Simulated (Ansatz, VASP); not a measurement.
**FeCo: VASP beside Ansatz**

INCAR

```
  PREC = Accurate
  ENCUT = 600
  EDIFF = 1E-6
  ISMEAR = -1
  SIGMA = 0.05
  LREAL = False
  LASPH = True
  NELM = 200
  ALGO = Normal
  ISIF = 2
  LWAVE = False
  LCHARG = True
  ISPIN = 2
  MAGMOM = 3 2
  LORBIT = 11
  LMAXMIX = 4
  GGA = PE
  LELF = True
  LVHAR = True
  NBANDS = 20
  GGA_COMPAT = False
```

The input KPOINTS:

```
Automatic mesh
0
Gamma
  13 13 13
```

The input POSCAR:

```
FeCo
1.0
    2.8806126410      0.0000000000      0.0000000000
    0.0000000000      2.8806126410      0.0000000000
    0.0000000000      0.0000000000      2.8806126410
Fe Co
1 1
Direct
    0.5000000000      0.5000000000      0.5000000000
    0.0000000000      0.0000000000      0.0000000000
```

Input for Ansatz:

```yaml
crystal:
  lattice:
    - [2.880612641, 0.0, 0.0]
    - [0.0, 2.880612641, 0.0]
    - [0.0, 0.0, 2.880612641]
  atoms:
    - { symbol: Fe, position: [0.5, 0.5, 0.5], spin: 3.0 }
    - { symbol: Co, position: [0.0, 0.0, 0.0], spin: 2.0 }
magnetization:
  spin_polarized: true
kpoints:
  mp_grid: { grid: [13, 13, 13] }
scf:
  occupations: { method: fermi_dirac, width: 0.05 }
hamiltonian:
  xc: pbe
  pseudopotentials: { kind: all_electron, lapw: { basis_error: 0.00025 } }
output:
  forces: true
  stress: true
  eigenvalues: true
```

Change from the starting cell: volume scaled by 1.025.

Alike in both runs: task single point; functional PBE; k mesh 13 × 13 × 13; occupations fermi-dirac, width 0.05 eV; collinear spin.

```csv
,VASP,Ansatz
version,VASP 6.6.1,Ansatz 0.2.0
potentials or method,"VASP PAW PBE potentials, release 64 (Fe, Co), cutoff 600 eV","all-electron LAPW, scalar-relativistic"
```

VASP gave:

- pressure (GPa): -7.0
- net moment per atom (μB): 2.28
- size of the moment on the site where the two differ most (μB): 2.82

Question: What did Ansatz give for the same quantities?

Answer: Pressure (GPa): -6.6; net moment per atom (μB): 2.29; size of the moment on the site where the two differ most (μB): 2.88.

Site moments also hang on the region over which each program counts them. Ansatz ran all-electron here, and VASP with PAW potentials.
